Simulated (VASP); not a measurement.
# CeO2 (Fm-3m) in VASP: phonons with PBE+U

Aim: the phonons of CeO2 with PBE+U.

All numbers are computed with VASP 6.6.1; they aren't measurements. Logs are shortened: lines on timing, memory, paths and dates and some standing lists are left out, and cuts for length are marked.

## (1) The cell of the first run

Symmetry: Fm-3m, No. 225, cubic system. The conventional cell has a = 5.472 Å, b = 5.472 Å, c = 5.472 Å, α = 90.00°, β = 90.00°, γ = 90.00°. Ce (site symmetry m-3m) has 8 O at 2.37 Å within 3.1 Å. O (site symmetry -43m) has 4 Ce at 2.37 Å and 6 O at 2.74 Å within 3.1 Å.

## (2) Phonons, PBE+U (zone-centre phonons by finite displacements, with the field response)

INCAR reads:

```
PREC     = Accurate       # precision mode
ENCUT    = 520            # plane-wave cutoff, eV
EDIFF    = 1E-8           # SCF threshold, eV
ISMEAR   = 0              # smearing method
SIGMA    = 0.01           # smearing width, eV
LREAL    = False          # projectors in reciprocal space
LASPH    = True           # aspherical terms in the spheres
NELM     = 150            # most SCF steps
ALGO     = Normal         # electronic algorithm
ISIF     = 2              # what is computed and relaxed
LWAVE    = False          # write WAVECAR
LCHARG   = False          # write CHGCAR
LMAXMIX  = 6              # l up to which the mixer works
LDAU     = True           # DFT+U
LDAUTYPE = 2            
LDAUL    = 3 -1           # shell
LDAUU    = 5 0            # U, eV
LDAUJ    = 0 0          
LDAUPRINT= 1            
GGA      = PE             # functional
NBANDS   = 19             # bands
IBRION   = 6              # ionic algorithm
NFREE    = 2            
POTIM    = 0.015          # step
NSW      = 1              # ionic steps
```

KPOINTS reads:

```
regular mesh
0
Gamma
  12 12 12
```

POSCAR reads:

```
CeO2
1.0
    0.0000000000      2.7359130209      2.7359130209
    2.7359130209      0.0000000000      2.7359130209
    2.7359130209      2.7359130209      0.0000000000
Ce O
1 2
Direct
    0.0000000000      0.0000000000      0.0000000000
    0.2500000000      0.2500000000      0.2500000000
    0.7500000000      0.7500000000      0.7500000000
```

Potentials or basis: VASP PAW PBE potentials, release 64 (Ce, O).

Command:

```bash
$ cat potpaw_PBE.64/Ce/POTCAR potpaw_PBE.64/O/POTCAR > POTCAR
$ mpirun -np 1 vasp_std > vasp.out
```

OUTCAR:

```text
PREC = Accurate
   ENCUT = 520
   EDIFF = 1E-8
   ISMEAR = 0
   LREAL = False
   LASPH = True
   NELM = 150
   ISIF = 2
   GGA = PE
   IBRION = 6
   NFREE = 2
   POTIM = 0.015
   NSW = 1

 ion  position               nearest neighbor table
   1  0.000  0.000  0.000-   3 2.37   3 2.37   3 2.37   2 2.37   3 2.37   2 2.37   2 2.37   2 2.37

   2  0.250  0.250  0.250-   1 2.37   1 2.37   1 2.37   1 2.37
   3  0.750  0.750  0.750-   1 2.37   1 2.37   1 2.37   1 2.37

  LATTYP: Found a face centered cubic cell.
 ALAT       =     5.4718260418

  Lattice vectors:

 A1 = (   0.0000000000,   2.7359130209,   2.7359130209)
 A2 = (   2.7359130209,   0.0000000000,   2.7359130209)
 A3 = (   2.7359130209,   2.7359130209,   0.0000000000)

Analysis of symmetry for initial positions (statically):
=====================================================================
 Subroutine PRICEL returns:
 Original cell was already a primitive cell.

 Routine SETGRP: Setting up the symmetry group for a
 face centered cubic supercell.

 Subroutine GETGRP returns: Found 48 space group operations
 (whereof 48 operations were pure point group operations)
 out of a pool of 48 trial point group operations.

The static configuration has the point symmetry O_h .

Analysis of symmetry for dynamics (positions and initial velocities):
=====================================================================
 Subroutine PRICEL returns:
 Original cell was already a primitive cell.

 Routine SETGRP: Setting up the symmetry group for a
 face centered cubic supercell.

 Subroutine GETGRP returns: Found 48 space group operations
 (whereof 48 operations were pure point group operations)
 out of a pool of 48 trial point group operations.

The dynamic configuration has the point symmetry O_h .

 Subroutine INISYM returns: Found 48 space group operations
 (whereof 48 operations are pure point group operations),
 and found     1 'primitive' translations
[... 335 lines left out ...]
  o =  0.1389  v =  0.0000 -0.9998  0.0000 -0.0000 -0.0112 -0.0000  0.0145  0.0000  0.0000  0.0000  0.0000  0.0000  0.0000  0.0000      0.0000  0.0000  0.0000  0.0000  0.0000  0.0000  0.0000  0.0000  0.0000  0.0000  0.0000  0.0000  0.0000  0.0000
  o =  0.1389  v =  0.0000  0.0000  0.0000  0.0000  0.0000  0.0000  0.0000  0.0000 -0.9998  0.0000 -0.0000 -0.0112 -0.0000  0.0145      0.0000  0.0000  0.0000  0.0000  0.0000  0.0000  0.0000  0.0000  0.0000  0.0000  0.0000  0.0000  0.0000  0.0000

--------------------------------------- Ionic step        5  -------------------------------------------

 number of electron      23.9999994 magnetization

 Free energy of the ion-electron system (eV)
  ---------------------------------------------------
  ext. energy  EPLUGINS =         0.00000000
  ---------------------------------------------------
  free energy    TOTEN  =       -24.31695747 eV

  energy without entropy =      -24.31695747  energy(sigma->0) =      -24.31695747

 E-fermi :   5.3924     XC(G=0): -11.1727

 val. band max:        5.3248781709   @ k =   0.0000  -0.2500   0.2500
 cond. band min:       7.6216000482   @ k =   0.5000   0.0000   0.0000
 fundamental gap:      2.2967218774
 Fermi energy:         5.3923970677

 k-point     1 :       0.0000    0.0000    0.0000
  band No.  band energies     occupation
      1     -28.2408      2.00000
      2     -11.0429      2.00000
      3     -10.2809      2.00000
      4     -10.2783      2.00000
      5     -10.2740      2.00000
      6      -9.9729      2.00000
[... 505 lines left out ...]
      6      -7.7546      2.00000
[... 11 lines left out ...]
     18       8.2949      0.00000
     19       8.3286      0.00000

 [... further k-points ...]

------------------------ aborting loop because EDIFF is reached ----------------------------------------

  FORCE on cell =-STRESS in cart. coord.  units (eV):
  Direction    XX          YY          ZZ          XY          YZ          ZX
  --------------------------------------------------------------------------------------
  -------------------------------------------------------------------------------------
  Total        0.7771287      0.7748834      0.7748834      0.0000000      0.0427981      0.0000000
  in kB       30.3995172     30.3116873     30.3116873      0.0000000      1.6741662      0.0000000
  external PRESSURE =      30.3409639 kB  Pullay stress =       0.0000000 kB
[... 18 lines left out ...]
  FREE ENERGIE OF THE ION-ELECTRON SYSTEM (eV)
  ---------------------------------------------------
  free  energy   TOTEN  =       -24.3169574733 eV

  energy  without entropy=      -24.3169574733  energy(sigma->0) =      -24.31695747

 INTERNAL STRAIN TENSORS FROM DISPLACED ATOMS
 ============================================

 INTERNAL STRAIN TENSOR FOR ION    1 for displacements in x,y,z  (eV/Angst):
          X           Y           Z          XY          YZ          ZX
  --------------------------------------------------------------------------------
  x     0.00000     0.00000     0.00000     0.00000     0.00000     0.00000
  y     0.00000     0.00000     0.00000     0.00000     0.00000     0.00000
  z     0.00000     0.00000     0.00000     0.00000     0.00000     0.00000

 INTERNAL STRAIN TENSOR FOR ION    3 for displacements in x,y,z  (eV/Angst):
          X           Y           Z          XY          YZ          ZX
  --------------------------------------------------------------------------------
  x    -0.00000    -0.00000    -0.00000     0.00000     2.85108     0.00000
  y    -0.00000    -0.00000    -0.00000     0.00000     0.00000     2.85108
  z    -0.00000    -0.00000    -0.00000     2.85108     0.00000     0.00000

 Eigenvectors and eigenvalues of the dynamical matrix
 ----------------------------------------------------

   1 f  =   13.316057 THz    83.667256 2PiTHz  444.175860 cm-1    55.070763 meV
             X         Y         Z           dx          dy          dz
      0.000000  0.000000  0.000000    -0.000000   -0.000000    0.000000
      1.367957  1.367957  1.367957    -0.139023   -0.693305   -0.000000
      4.103870  4.103870  4.103870     0.139023    0.693305    0.000000
[... 43 lines left out ...]
   9 f/i=    0.000598 THz     0.003755 2PiTHz    0.019936 cm-1     0.002472 meV
             X         Y         Z           dx          dy          dz
      0.000000  0.000000  0.000000    -0.822490    0.014579   -0.370570
      1.367957  1.367957  1.367957    -0.277988    0.004928   -0.125246
      4.103870  4.103870  4.103870    -0.277988    0.004928   -0.125246

 ELASTIC MODULI CONTR FROM IONIC RELAXATION (kBar)
 Direction    XX          YY          ZZ          XY          YZ          ZX
 --------------------------------------------------------------------------------
 XX          -0.0000     -0.0000     -0.0000      0.0000      0.0000      0.0000
 YY          -0.0000     -0.0000     -0.0000      0.0000      0.0000      0.0000
 ZZ          -0.0000     -0.0000     -0.0000      0.0000      0.0000      0.0000
 XY           0.0000      0.0000      0.0000    -54.7838      0.0000     -0.0000
 YZ           0.0000      0.0000      0.0000      0.0000    -54.7838     -0.0000
 ZX           0.0000      0.0000      0.0000     -0.0000     -0.0000    -54.7838
 --------------------------------------------------------------------------------
```

OSZICAR:

```text
N       E                     dE             d eps       ncg     rms          rms(c)
DAV:   1     0.252603653831E+03    0.25260E+03   -0.11387E+04  2800   0.164E+03
DAV:   2     0.111556420709E+02   -0.24145E+03   -0.21106E+03  3530   0.298E+02
DAV:   3    -0.296342669456E+02   -0.40790E+02   -0.36398E+02  3239   0.151E+02
[... 72 lines left out ...]
DAV:   6    -0.243169566979E+02    0.37095E-05   -0.18323E-05 15482   0.370E-02    0.161E-02
DAV:   7    -0.243169575585E+02   -0.86061E-06   -0.74165E-06 14634   0.222E-02    0.356E-03
DAV:   8    -0.243169574541E+02    0.10434E-06   -0.11181E-06 16754   0.808E-03    0.151E-03
DAV:   9    -0.243169574703E+02   -0.16197E-07   -0.16810E-07 14578   0.314E-03    0.768E-04
DAV:  10    -0.243169574733E+02   -0.29645E-08   -0.40321E-08  9777   0.170E-03
   5 F= -.24316957E+02 E0= -.24316957E+02  d E =-.103898E-24
```

stdout:

```text
POSCAR found type information on POSCAR CeO
 POSCAR found :  2 types and       3 ions
 scaLAPACK will be used
 LDA part: xc-table for (Slater+PW92), standard interpolation
 POSCAR, INCAR and KPOINTS ok, starting setup
 FFT: planning ... GRIDC
 FFT: planning ... GRID_SOFT
 FFT: planning ... GRID
 WAVECAR not read
 entering main loop
 Found     2 degrees of freedom:
 Finite differences POTIM= 0.01500 DOF=   2
 bond charge predicted
 Finite differences progress:
 bond charge predicted
 Finite differences progress:
 bond charge predicted
 Finite differences progress:
 bond charge predicted
 Finite differences progress:
```

Run time: 6.5 min. Hardware: 1 thread of Intel Xeon 6975P-C (Granite Rapids), shared host; peak memory 0.48 GiB.

Results:

```yaml
Highest_phonon_frequency_at_Γ_LO-TO_splitting_left_out: 444 cm⁻¹
```

Phonon frequencies in cm⁻¹ (negative: imaginary):
```csv
q point,frequencies
"(0.000, 0.000, 0.000)",0 0 0 285 285 285 444 444 444
```

Eigenvalues of the final occupation matrices:
```tsv
site	spin	trace	eigenvalues
site 1 f	1	0.36	0.03 0.03 0.03 0.05 0.05 0.05 0.14
site 1 f	2	0.36	0.03 0.03 0.03 0.05 0.05 0.05 0.14
```

Caveat: the cell differs from its parent crystal (zone-centre phonons by finite displacements, with the field response); the cell wasn't relaxed at this level first, which shifts response properties; spin-orbit coupling is left out, which moves the levels of the heavy elements; the run has no spin polarisation, though such a crystal can be magnetic.
